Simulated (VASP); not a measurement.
Runs of VASP 6.6.1 on Ti. The structure is that of space group P6_3/mmc (No. 194), or close to it. The cells are those of the table. 

```csv
task,spin,cell,k mesh,cutoff (eV),smearing,gap on the mesh (eV),pressure (GPa),moment (μB)
single point,off,"a = 3.007, b = 3.007, c = 9.615 Å, angles 90.0, 90.0, 120.0°, 4 atoms",14 × 14 × 4,520,fermi-dirac 0.1 eV,none,-7.5,-
single point,collinear,"a = 2.808, b = 2.808, c = 8.987 Å, angles 90.0, 90.0, 120.0°, 4 atoms",16 × 16 × 5,520,fermi-dirac 0.05 eV,none,18.7,0.00
single point,off,"a = 2.970, b = 2.970, c = 9.494 Å, angles 90.0, 90.0, 120.0°, 4 atoms",14 × 14 × 4,520,fermi-dirac 0.1 eV,none,-3.9,-
single point,collinear,"a = 2.850, b = 2.850, c = 9.121 Å, angles 90.0, 90.0, 120.0°, 4 atoms",16 × 16 × 5,520,fermi-dirac 0.05 eV,none,(b),0.00
single point,off,"a = 2.931, b = 2.931, c = 9.371 Å, angles 90.0, 90.0, 120.0°, 4 atoms",14 × 14 × 4,520,fermi-dirac 0.1 eV,none,(a),-
relaxation of cell and atoms,off,"relaxed from a = 2.923, b = 2.923, c = 9.546 Å, angles 90.0, 90.0, 120.0°, 4 atoms",12 × 12 × 4,600,fermi-dirac 0.1 eV,none,0.0,-
```

Alike in all rows: level r2SCAN; potentials or basis VASP PAW PBE potentials, release 64 (Ti_sv).

Task: Fill in the values left out.

Result: (a) 0.4; (b) 11.4.

Caveats: the PAW data sets were made with another functional, which shifts forces and pressure a little; the cell stands under tension (at least some runs); the cell stands under pressure (at least some runs); the highest band is partly filled, so the run has too few bands (at least some runs).

A gap of «none» marks levels without a gap at the run's occupations.
